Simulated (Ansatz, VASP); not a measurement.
## One calculation of Hg, two programs

The input INCAR:

```
SYSTEM = Hg
PREC = Accurate
ENCUT = 600
EDIFF = 1E-6
ISMEAR = 0
SIGMA = 0.1
LREAL = .False.
LASPH = .True.
NELM = 100
ALGO = Normal
ISIF = 3
LWAVE = .False.
LCHARG = .False.
GGA = PE
IBRION = 2
NSW = 90
EDIFFG = -0.04
```

KPOINTS

```
regular mesh
0
Gamma
  6 6 4
  0 0 0
```

Contents of POSCAR:

```
Hg
1.0
    5.4685659713      0.0000000000      0.0000000000
   -2.7342829856      4.7359170534      0.0000000000
    0.0000000000      0.0000000000      4.6175965207
Hg
3
Direct
    0.0000000000      0.5000000000      0.6666666667
    0.5000000000      0.0000000000      0.0000000000
    0.5000000000      0.5000000000      0.3333333333
```

Input for Ansatz:

```yaml
crystal:
  lattice:
    - [5.4685659713, 0.0, 0.0]
    - [-2.7342829856, 4.7359170534, 0.0]
    - [0.0, 0.0, 4.6175965207]
  atoms:
    - { symbol: Hg, position: [0.0, 0.5, 0.6666666667] }
    - { symbol: Hg, position: [0.5, 0.0, 0.0] }
    - { symbol: Hg, position: [0.5, 0.5, 0.3333333333] }
basis:
  ecutwfc: 420
kpoints:
  mp_grid: { grid: [6, 6, 4] }
hamiltonian:
  xc: pbe
scf:
  occupations: { method: gaussian, width: 0.1 }
  lower_state_search: "off"
output:
  forces: true
  stress: true
  eigenvalues: true
relax:
  adjacent_minimum: "off"
  f_tol: 0.04
  max_steps: 70
  cell: { stress_tol: 0.4 }
```

Alike in both runs: task relaxation of cell and atoms; functional PBE; k mesh 6 × 6 × 4; occupations gaussian, width 0.1 eV; no spin polarisation.

|  | VASP | Ansatz |
| --- | --- | --- |
| version | VASP 6.6.1 | Ansatz 0.2.0 |
| potentials or method | VASP PAW PBE potentials, release 64 (Hg), cutoff 600 eV | scalar-relativistic, plane waves, PAW |
| valence electrons in the cell | 36 | 60 |

Ansatz gave:

| Item | Value |
| --- | --- |
| gap on the k mesh at the Fermi level, each at its own relaxed structure (eV) | none |
| relaxed volume (Å³/atom) | 35.39 |
| relaxed cell length with the largest relative difference (Å) | 3.495 |

Q: Which values does VASP return?

A: gap on the k mesh at the Fermi level, each at its own relaxed structure (eV): none; relaxed volume (Å³/atom): 35.47; relaxed cell length with the largest relative difference (Å): 3.456.

A gap of «none» marks a metal or a gap that the smearing closes. VASP's potentials hold 36 valence electrons a cell and Ansatz's 60, so a difference there can come from the potentials and not from the codes.

Spin-orbit coupling is off throughout.
